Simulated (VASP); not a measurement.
Li:

```xyz
2
Lattice="4.7783 0.0000 0.0000 -2.3892 4.1381 0.0000 0.0000 0.0000 5.8028" Properties=species:S:1:pos:R:3 pbc="T T T"
Li    0.0000    2.7588    0.0000
Li    2.3892    1.3794    0.0000
```

The cell was generated, and may not be a known phase.

- Program: VASP 6.6.1
- Task: relaxation of cell and atoms
- Functional: PBE
- Potentials or basis: VASP PAW PBE potentials, release 64 (Li_sv)
- Cutoff: 600 eV
- k mesh: 12 × 12 × 10
- Occupations: gaussian, width 0.1 eV
- Spin: no spin polarisation

At the start: pressure -0.1 GPa; volume 57.37 Å³/atom.

**Question.** Where does the relaxation end?

**Answer.** Over 14 steps the energy falls by 429.2 meV/atom and the volume is 27.43 Å³/atom (-52.2 %); space group P6/mmm (No. 191, to 0.1 Å) before and after.

The path:
```tsv
step	energy change (eV)	largest force (eV/Å)	pressure (GPa)	volume (Å³)
1	0.0000	0.0000	-0.12	114.74
2	-0.0019	0.0000	-0.12	114.05
3	-0.0085	0.0000	-0.16	111.95
4	-0.0261	0.0000	-0.23	107.75
5	-0.0831	0.0000	-0.40	99.24
6	-0.3506	0.0000	-1.01	81.83
7	-0.2455	0.0000	4.35	45.44
8	-0.6412	0.0000	-1.35	71.40
9	-0.8478	0.0000	-0.26	58.55
10	-0.8491	0.0000	-0.51	59.99
11	-0.8537	0.0000	0.49	51.60
12	-0.8582	0.0000	0.02	54.87
13	-0.8574	0.0000	-0.06	54.85
14	-0.8584	0.0000	0.00	54.86
```

Final structure:
```
Li
1.0
     4.70865    0.00000    0.00000
    -2.35432    4.07781    0.00000
     0.00000    0.00000    2.85735
Li
2
Direct
  0.33333 0.66667 0.00000
  0.66667 0.33333 0.00000
```

Caveat: the cutoff is under 1.25 times the usual one of these potentials, so pressure, stress and relaxed cells hold a basis-set (Pulay) error; the volume moved by over 15 % at a fixed basis, so the end points are rough; the relaxation moved the vacuum too, so the length across it says nothing of the material.
